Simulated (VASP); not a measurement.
Here is a VASP 6.6.1 calculation.

POSCAR

```
BaTiO3
1.0
    3.6529885986      0.0000000000      0.0000000000
    0.0000000000      2.5830530097      2.5830530097
    0.0000000000     -2.5830530097      2.5830530097
Ba Ti O
1 1 3
Direct
    0.0000000000     -0.0040200000     -0.0040200000
    0.5000000000      0.4959800000      0.4959800000
    0.5000000000      0.9959800000      0.4959800000
    0.5000000000      0.4959800000      0.9959800000
    0.0000000000      0.4959800000      0.4959800000
```

Contents of INCAR.step1:

```
SYSTEM = BaTiO3
PREC     = Accurate       ! precision mode
ENCUT    = 520            ! plane-wave cutoff, eV
ISMEAR   = 0              ! smearing method
SIGMA    = 0.02           ! smearing width, eV
LREAL    = .FALSE.        ! projectors in reciprocal space
LASPH    = .TRUE.         ! aspherical terms in the spheres
NELM     = 150            ! most SCF steps
LMAXMIX  = 4              ! l up to which the mixer works
LDAU     = .TRUE.         ! DFT+U
LDAUTYPE = 2            
LDAUL    = -1 2 -1        ! shell
LDAUU    = 0 4 0          ! U, eV
LDAUJ    = 0 0 0        
NBANDS   = 28             ! bands
GGA      = PE             ! functional
ALGO     = Normal         ! electronic algorithm
EDIFF    = 1E-4           ! SCF threshold, eV
LWAVE    = .TRUE.         ! write WAVECAR
LCHARG   = .FALSE.        ! write CHGCAR
```

The input INCAR.step2:

```
SYSTEM = BaTiO3
PREC     = Accurate       ! precision mode
ENCUT    = 520            ! plane-wave cutoff, eV
EDIFF    = 1E-6           ! SCF threshold, eV
ISMEAR   = 0              ! smearing method
SIGMA    = 0.02           ! smearing width, eV
LREAL    = .FALSE.        ! projectors in reciprocal space
LASPH    = .TRUE.         ! aspherical terms in the spheres
NELM     = 150            ! most SCF steps
ALGO     = Normal         ! electronic algorithm
ISIF     = 2              ! what is computed and relaxed
LWAVE    = .FALSE.        ! write WAVECAR
LCHARG   = .TRUE.         ! write CHGCAR
LMAXMIX  = 4              ! l up to which the mixer works
LDAU     = .TRUE.         ! DFT+U
LDAUTYPE = 2            
LDAUL    = -1 2 -1        ! shell
LDAUU    = 0 4 0          ! U, eV
LDAUJ    = 0 0 0        
LDAUPRINT= 1            
METAGGA  = R2SCAN         ! meta-GGA
LMIXTAU  = .TRUE.       
LELF     = .TRUE.         ! ELF
LVHAR    = .TRUE.       
NBANDS   = 28             ! bands
ISTART   = 1
```

The input KPOINTS:

```
Automatic mesh
0
G
  6 6 6
  0 0 0
```

Potentials or basis: VASP PAW PBE potentials, release 64 (Ba_sv, Ti_sv, O).

The run is started by

```sh
$ cat potpaw_PBE.64/Ba_sv/POTCAR potpaw_PBE.64/Ti_sv/POTCAR potpaw_PBE.64/O/POTCAR > POTCAR
$ cp INCAR.step1 INCAR
$ mpirun -np 1 vasp_std > vasp.out
$ cp INCAR.step2 INCAR
$ mpirun -np 1 vasp_std > vasp.out
```

Question: What does it give for the band gap on the k mesh?

Answer: 3.08 eV, direct.

Question: What does it give for the pressure?

Answer: 99.8 GPa.

Eigenvalues of the final occupation matrices:
| site | spin | trace | eigenvalues |
| --- | --- | --- | --- |
| site 2 d | 1 | 0.97 | 0.12 0.12 0.12 0.31 0.31 |
| site 2 d | 2 | 0.97 | 0.12 0.12 0.12 0.31 0.31 |

Caveat: the PAW data sets were made with another functional, which shifts forces and pressure a little; spin-orbit coupling is left out, which moves the levels of the heavy elements. A k mesh can miss the band edges.
